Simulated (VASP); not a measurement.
Runs of VASP 6.6.1 on Y. The structure is that of space group Fm-3m (No. 225), or close to it. The cells are those of the table. 

| task | cell | smearing | k mesh for the DOS | occupations for the DOS | gap on the mesh (eV) | pressure (GPa) |
| --- | --- | --- | --- | --- | --- | --- |
| single point | a = 2.973 Å, angles 60.0°, 1 atom | fermi-dirac 0.1 eV | - | - | none | (a) |
| single point | a = 3.130 Å, angles 60.0°, 1 atom | fermi-dirac 0.1 eV | - | - | none | 25.0 |
| single point | a = 2.597 Å, angles 60.0°, 1 atom | fermi-dirac 0.1 eV | - | - | none | (b) |
| single point | a = 3.403 Å, angles 60.0°, 1 atom | fermi-dirac 0.1 eV | - | - | none | 4.9 |
| single point | a = 3.525 Å, angles 60.0°, 1 atom | fermi-dirac 0.1 eV | - | - | none | -0.2 |
| single point | a = 3.525 Å, angles 60.0°, 1 atom | methfessel-paxton 0.025 eV | - | - | none | -0.3 |
| single point | a = 3.272 Å, angles 60.0°, 1 atom | fermi-dirac 0.1 eV | - | - | none | 12.7 |

Alike in all rows: level PBEsol; potentials or basis VASP PAW PBE potentials, release 64 (Y_sv); no spin polarisation; k mesh 13 × 13 × 13; cutoff (eV) 520.

Task: Fill in the values left out.

Result: (a) 44.5; (b) 159.2.

Caveats: the PAW data sets were made with another functional, which shifts forces and pressure a little.

A k mesh can miss the band edges, and the runs leave out spin-orbit coupling on Y.

A gap of «none» marks levels without a gap at the run's occupations.
